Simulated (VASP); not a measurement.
# AlN (P6_3/mmc) in VASP: a series of runs

Runs on AlN. Level: PBEsol. Tasks: single point.

Everything below comes from runs of VASP 6.6.1. Logs are shortened: lines on timing, memory, paths and dates and some standing lists are left out, and cuts for length are marked.

**1. The cell of the first run**

The structure is hexagonal, space group P6_3/mmc (No. 194). The conventional cell has a = 3.222 Å, b = 3.222 Å, c = 4.307 Å, α = 90.00°, β = 90.00°, γ = 120.00°. Within 2.5 Å of Al (site symmetry -6m2) lie 5 N at 1.86 to 2.15 Å. N (site symmetry -6m2) has 5 Al at 1.86 to 2.15 Å within 2.5 Å.

**2. Single point, PBEsol**

Input file INCAR:

```
PREC = Accurate
ENCUT = 520
EDIFF = 1E-6
ISMEAR = 0
SIGMA = 0.05
LREAL = False
LASPH = True
NELM = 100
ALGO = Normal
ISIF = 2
LWAVE = False
LCHARG = True
GGA = PS
LELF = True
LVHAR = True
NBANDS = 16
```

Input file KPOINTS:

```
Automatic mesh
0
Gamma
  9 9 6
```

Input file POSCAR:

```
AlN
1.0
    3.2223000000      0.0000000000      0.0000000000
   -1.6111500000      2.7905936586      0.0000000000
    0.0000000000      0.0000000000      4.3069000000
Al N
2 2
Direct
    0.3333333333      0.6666666667      0.7500000000
    0.6666666667      0.3333333333      0.2500000000
    0.3333333333      0.6666666667      0.2500000000
    0.6666666667      0.3333333333      0.7500000000
```

Potentials or basis: VASP PAW PBE potentials, release 64 (Al, N).

On the command line:

```sh
$ cat potpaw_PBE.64/Al/POTCAR potpaw_PBE.64/N/POTCAR > POTCAR
$ mpirun -np 1 vasp_std > vasp.out
```

OUTCAR:

```text
PREC = Accurate
   ENCUT = 520
   EDIFF = 1E-6
   ISMEAR = 0
   LREAL = False
   LASPH = True
   NELM = 100
   ISIF = 2
   GGA = PS

 ion  position               nearest neighbor table
   1  0.333  0.667  0.750-   4 1.86   4 1.86   4 1.86   3 2.15   3 2.15   2 2.85   2 2.85   2 2.85
                             2 2.85   2 2.85   2 2.85
   2  0.667  0.333  0.250-   3 1.86   3 1.86   3 1.86   4 2.15   4 2.15   1 2.85   1 2.85   1 2.85
                             1 2.85   1 2.85   1 2.85
   3  0.333  0.667  0.250-   2 1.86   2 1.86   2 1.86   1 2.15   1 2.15
   4  0.667  0.333  0.750-   1 1.86   1 1.86   1 1.86   2 2.15   2 2.15

  LATTYP: Found a hexagonal cell.
 ALAT       =     3.2223000000
 C/A-ratio  =     1.3365918754

  Lattice vectors:

 A1 = (   3.2223000000,   0.0000000000,   0.0000000000)
 A2 = (  -1.6111500000,   2.7905936586,   0.0000000000)
 A3 = (   0.0000000000,   0.0000000000,   4.3069000000)

Analysis of symmetry for initial positions (statically):
=====================================================================
 Subroutine PRICEL returns:
 Original cell was already a primitive cell.

 Routine SETGRP: Setting up the symmetry group for a
 hexagonal supercell.

 Subroutine GETGRP returns: Found 24 space group operations
 (whereof 12 operations were pure point group operations)
 out of a pool of 24 trial point group operations.

The static configuration has the point symmetry D_3d.
 The point group associated with its full space group is D_6h.

Analysis of symmetry for dynamics (positions and initial velocities):
=====================================================================
 Subroutine PRICEL returns:
 Original cell was already a primitive cell.

 Routine SETGRP: Setting up the symmetry group for a
 hexagonal supercell.

 Subroutine GETGRP returns: Found 24 space group operations
 (whereof 12 operations were pure point group operations)
 out of a pool of 24 trial point group operations.

The dynamic configuration has the point symmetry D_3d.
 The point group associated with its full space group is D_6h.

 Subroutine INISYM returns: Found 24 space group operations
 (whereof 12 operations are pure point group operations),
 and found     1 'primitive' translations

----------------------------------------------------------------------------------------

                                     Primitive cell

  volume of cell :      38.7282

  direct lattice vectors                    reciprocal lattice vectors
     3.222300000  0.000000000  0.000000000     0.310337337  0.179173345  0.000000000
    -1.611150000  2.790593659  0.000000000     0.000000000  0.358346690  0.000000000
     0.000000000  0.000000000  4.306900000     0.000000000  0.000000000  0.232185563

  length of vectors
     3.222300000  3.222300000  4.306900000     0.358346690  0.358346690  0.232185563

  position of ions in fractional coordinates (direct lattice)
     0.333333333  0.666666667  0.750000000
     0.666666667  0.333333333  0.250000000
     0.333333333  0.666666667  0.250000000
     0.666666667  0.333333333  0.750000000

  ion indices of the primitive-cell ions
   primitive index   ion index
                 1           1
                 2           2
                 3           3
                 4           4

----------------------------------------------------------------------------------------

 KPOINTS: Automatic mesh

Automatic generation of k-mesh.
 Grid dimensions read from file:
 generate k-points for:    9    9    6

 Generating k-lattice:

  Cartesian coordinates                     Fractional coordinates (reciprocal lattice)
     0.034481926  0.019908149  0.000000000     0.111111111  0.000000000  0.000000000
     0.000000000  0.039816299  0.000000000     0.000000000  0.111111111  0.000000000
     0.000000000  0.000000000  0.038697594     0.000000000  0.000000000  0.166666667

  Length of vectors
     0.039816299  0.039816299  0.038697594

  Shift w.r.t. Gamma in fractional coordinates (k-lattice)
     0.000000000  0.000000000  0.000000000

 Subroutine IBZKPT returns following result:
 ===========================================

 Found     48 irreducible k-points:

 Following reciprocal coordinates:
            Coordinates               Weight
  0.000000  0.000000  0.000000      1.000000
  0.111111  0.000000  0.000000      6.000000
  0.222222  0.000000  0.000000      6.000000
  0.333333  0.000000  0.000000      6.000000
  0.444444  0.000000  0.000000      6.000000
  0.111111  0.111111  0.000000      6.000000
[... 16 lines left out ...]
  0.333333  0.222222  0.166667     24.000000
  0.333333  0.333333  0.166667      4.000000
 [... further k-points ...]
   k-points           NKPTS =     48   k-points in BZ     NKDIM =     48   number of bands    NBANDS=     16
   number of dos      NEDOS =    301   number of ions     NIONS =      4
   total plane-waves  NPLWV =  18432
   dimension x,y,z NGX =    24 NGY =   24 NGZ =   32
   dimension x,y,z NGXF=    48 NGYF=   48 NGZF=   64
   ions per type =               2   2
   NGX,Y,Z   is equivalent  to a cutoff of  12.38, 12.38, 12.35 a.u.
   NGXF,Y,Z  is equivalent  to a cutoff of  24.76, 24.76, 24.70 a.u.
 SYSTEM =  unknown system
   PREC   = accura    normal or accurate (medium, high low for compatibility)
   ISTART =      0    job   : 0-new  1-cont  2-samecut
   ICHARG =      2    charge: 1-file 2-atom 10-const
   ISPIN  =      1    spin polarized calculation?
   LNONCOLLINEAR =      F non collinear calculations
   LSORBIT =      F    spin-orbit coupling
   LASPH  =      T    aspherical Exc in radial PAW
   ENCUT  =  520.0 eV  38.22 Ry    6.18 a.u.   5.99  5.99  8.01*2*pi/ulx,y,z
   NELM   =    100;   NELMIN=  2; NELMDL= -5     # of ELM steps
   EDIFF  = 0.1E-05   stopping-criterion for ELM
   LREAL  =      F    real-space projection
   EDIFFG = 0.1E-04   stopping-criterion for IOM
   NSW    =      0    number of steps for IOM
   IBRION =     -1    ionic relax: 0-MD 1-quasi-New 2-CG
   NFREE  =      0    steps in history (QN), initial steepest desc. (CG)
   ISIF   =      2    stress and relaxation
   ISYM   =      2    0-nonsym 1-usesym 2-fastsym
   POTIM  = 0.5000    time-step for ionic-motion
   TEBEG  =    0.0;   TEEND  =   0.0 temperature during run
   PSTRESS=    0.0 pullay stress
   NELECT =      16.0000    total number of electrons
   NUPDOWN=      -1.0000    fix difference up-down
   EMIN   =  10.00;   EMAX   =-10.00  energy-range for DOS
   EFERMI =   0.00;   METHOD = LEGACY
   ISMEAR =     0;   SIGMA  =   0.05  broadening in eV -4-tet -1-fermi 0-gaus
   EFERMI_NEDOS =   21; number of points for ismear=-14 and -15
   IALGO  =     38    algorithm
   IMIX   =      4    mixing-type and parameters
     AMIX     =   0.40;   BMIX     =  1.00
     AMIX_MAG =   1.60;   BMIX_MAG =  1.00
  volume/ion in A,a.u.               =       9.68        65.34
  Fermi-wavevector in a.u.,A,eV,Ry     =   1.219286  2.304117 20.227226  1.486659
  Thomas-Fermi vector in A             =   2.354544
   LORBIT       =      0    0 simple, 1 ext, 2 COOP (PROOUT), +10 PAW based schemes
   GGA     = PS    functional components
   LHFCALC =     F    Hartree Fock is set to
   AEXX    =    0.0000 exact exchange contribution
   IVDW    =     0    specifies the selected vdW correction
   LEPSILON=     F    determine dielectric tensor
   LRPA    =     F    only Hartree local field effects (RPA)
 non-spin polarized calculation
 Gauss-broadening in eV      SIGMA  =   0.05
  energy-cutoff  :      520.00
  volume of cell :       38.73
 maximum number of plane-waves:      1062
 NGX is ok and might be reduce to    24
   NGX = 11   NGY = 11   NGZ = 17

 number of electron      16.0000005 magnetization

 Free energy of the ion-electron system (eV)
  ---------------------------------------------------
  ext. energy  EPLUGINS =         0.00000000
  ---------------------------------------------------
  free energy    TOTEN  =       -30.87051826 eV

  energy without entropy =      -30.87051826  energy(sigma->0) =      -30.87051826

 E-fermi :   8.5923     XC(G=0): -11.4760

 val. band max:        8.3477526185   @ k =   0.0000   0.0000   0.0000
 cond. band min:      11.6176602669   @ k =   0.0000   0.0000   0.0000
 fundamental gap:      3.2699076484
 Fermi energy:         8.5922578800

 k-point     1 :       0.0000    0.0000    0.0000
  band No.  band energies     occupation
      1      -8.7863      2.00000
      2      -5.2991      2.00000
      3       0.9826      2.00000
      4       4.9829      2.00000
      5       4.9829      2.00000
      6       6.3980      2.00000
[... 8 lines left out ...]
     15      19.6855      0.00000
     16      20.4203      0.00000

 k-point     2 :       0.1111    0.0000    0.0000
  band No.  band energies     occupation
      1      -8.6343      2.00000
      2      -5.2676      2.00000
      3       1.1484      2.00000
      4       4.4208      2.00000
      5       4.7800      2.00000
      6       5.8792      2.00000
[... 8 lines left out ...]
     15      19.7605      0.00000
     16      19.9471      0.00000

 k-point     3 :       0.2222    0.0000    0.0000
  band No.  band energies     occupation
      1      -8.1986      2.00000
      2      -5.2241      2.00000
      3       1.6327      2.00000
      4       3.2050      2.00000
      5       4.3672      2.00000
      6       4.8976      2.00000
[... 8 lines left out ...]
     15      18.7016      0.00000
     16      20.2896      0.00000

 k-point     4 :       0.3333    0.0000    0.0000
  band No.  band energies     occupation
      1      -7.5533      2.00000
      2      -5.3053      2.00000
      3       2.0753      2.00000
      4       2.3815      2.00000
      5       3.9921      2.00000
      6       4.0037      2.00000
[... 8 lines left out ...]
     15      20.1011      0.00000
     16      20.5672      0.00000

 k-point     5 :       0.4444    0.0000    0.0000
  band No.  band energies     occupation
      1      -6.9078      2.00000
      2      -5.5823      2.00000
      3       1.4551      2.00000
      4       3.1877      2.00000
      5       3.4652      2.00000
      6       3.7800      2.00000
[... 8 lines left out ...]
     15      20.8016      0.00000
     16      21.6216      0.00000

 k-point     6 :       0.1111    0.1111    0.0000
  band No.  band energies     occupation
      1      -8.3400      2.00000
      2      -5.2295      2.00000
      3       1.4739      2.00000
      4       3.7793      2.00000
      5       4.0540      2.00000
      6       5.4587      2.00000
[... 8 lines left out ...]
     15      19.1317      0.00000
     16      20.2904      0.00000
[... 267 lines left out ...]
 k-point    21 :       0.4444    0.1111    0.1667
  band No.  band energies     occupation
      1      -6.5981      2.00000
      2      -5.7141      2.00000
      3       1.0967      2.00000
      4       2.6260      2.00000
      5       3.2411      2.00000
      6       4.4627      2.00000
[... 8 lines left out ...]
     15      20.1966      0.00000
     16      21.7172      0.00000

 k-point    22 :       0.2222    0.2222    0.1667
  band No.  band energies     occupation
      1      -7.0819      2.00000
      2      -5.4993      2.00000
      3       1.8134      2.00000
      4       2.1176      2.00000
      5       3.8501      2.00000
      6       4.1654      2.00000
[... 8 lines left out ...]
     15      19.9344      0.00000
     16      21.5044      0.00000

 k-point    23 :       0.3333    0.2222    0.1667
  band No.  band energies     occupation
      1      -6.4997      2.00000
      2      -5.7184      2.00000
      3       1.4357      2.00000
      4       2.2802      2.00000
      5       3.0192      2.00000
      6       4.7403      2.00000
[... 8 lines left out ...]
     15      19.7669      0.00000
     16      21.6107      0.00000

 k-point    24 :       0.3333    0.3333    0.1667
  band No.  band energies     occupation
      1      -6.0417      2.00000
      2      -6.0417      2.00000
      3       1.4645      2.00000
      4       2.4894      2.00000
      5       2.4894      2.00000
      6       4.6847      2.00000
[... 8 lines left out ...]
     15      19.4675      0.00000
     16      21.3963      0.00000

 [... further k-points ...]

------------------------ aborting loop because EDIFF is reached ----------------------------------------

  FORCE on cell =-STRESS in cart. coord.  units (eV):
  Direction    XX          YY          ZZ          XY          YZ          ZX
  --------------------------------------------------------------------------------------
  -------------------------------------------------------------------------------------
  Total        2.3265717      2.3265717     -0.9873190      0.0000000      0.0000000      0.0000000
  in kB       96.2497604     96.2497604    -40.8451716      0.0000000      0.0000000      0.0000000
  external PRESSURE =      50.5514497 kB  Pullay stress =       0.0000000 kB

 VOLUME and BASIS-vectors are now :
 -----------------------------------------------------------------------------
  energy-cutoff  :      520.00
  volume of cell :       38.73
      direct lattice vectors                 reciprocal lattice vectors
     3.222300000  0.000000000  0.000000000     0.310337337  0.179173345  0.000000000
    -1.611150000  2.790593659  0.000000000     0.000000000  0.358346690  0.000000000
     0.000000000  0.000000000  4.306900000     0.000000000  0.000000000  0.232185563

 POSITION                                       TOTAL-FORCE (eV/Angst)
 -----------------------------------------------------------------------------------
     -0.00000      1.86040      3.23018         0.000000      0.000000      0.000000
      1.61115      0.93020      1.07672        -0.000000     -0.000000      0.000000
     -0.00000      1.86040      1.07672        -0.000000      0.000000      0.000000
      1.61115      0.93020      3.23018        -0.000000     -0.000000      0.000000
 -----------------------------------------------------------------------------------
    total drift:                               -0.000000      0.000000      0.000000

  FREE ENERGIE OF THE ION-ELECTRON SYSTEM (eV)
  ---------------------------------------------------
  free  energy   TOTEN  =       -30.8705182555 eV

  energy  without entropy=      -30.8705182555  energy(sigma->0) =      -30.87051826
```

Wall time 18 s (1 thread of Intel Xeon 6975P-C, shared host); peak memory 0.15 GiB.

What came out:

```
Free energy            : -30.8705 eV
Pressure               : 5.1 GPa
Band gap on the k mesh : 3.27 eV, direct
```

Caveat: the PAW data sets were made with another functional, which shifts forces and pressure a little.

**3. Single point, PBEsol**

This run uses another cell than the first one, of 9.61 Å³/atom, 0.992 times its volume.

Input file INCAR:

```
SYSTEM = AlN
ALGO = Normal
EDIFF = 1E-6
ENCUT = 520
GGA = PS
ISIF = 2
ISMEAR = 0
LASPH = .True.
LCHARG = .False.
LREAL = .False.
LWAVE = .False.
NBANDS = 16
NELM = 100
PREC = Accurate
SIGMA = 0.05
```

Input file KPOINTS:

```
k-points
0
Gamma
  9 9 6
  0 0 0
```

Input file POSCAR:

```
AlN
1.0
    3.3412000000      0.0000000000      0.0000000000
   -1.6706000000      2.8935640791      0.0000000000
    0.0000000000      0.0000000000      3.9756000000
Al N
2 2
Direct
    0.3333333333      0.6666666667      0.7500000000
    0.6666666667      0.3333333333      0.2500000000
    0.3333333333      0.6666666667      0.2500000000
    0.6666666667      0.3333333333      0.7500000000
```

Potentials or basis: VASP PAW PBE potentials, release 64 (Al, N).

On the command line:

```sh
$ cat potpaw_PBE.64/Al/POTCAR potpaw_PBE.64/N/POTCAR > POTCAR
$ mpirun -np 1 vasp_std > vasp.out
```

Wall time 28 s (1 thread of Intel Xeon 6975P-C, shared host); peak memory 0.17 GiB.

Results (log left out):

```
Free energy            : -30.8903 eV
Pressure               : 3.5 GPa
Band gap on the k mesh : 3.59 eV, direct
```

Stress tensor (GPa, compression positive):
```
-0.55  0.00  0.00
 0.00 -0.55  0.00
 0.00  0.00 11.75
```

Levels at points of the mesh, in eV from the valence-band top:
```csv
k point,band 6,band 7,band 8,band 9,band 10,band 11
"(0.00, 0.00, 0.00)",-1.30,-1.30,0.00,3.59,4.69,8.28
"(0.00, 0.00, 0.50)",-2.36,-2.36,-2.36,5.97,5.97,8.33
```

Caveat: the PAW data sets were made with another functional, which shifts forces and pressure a little.
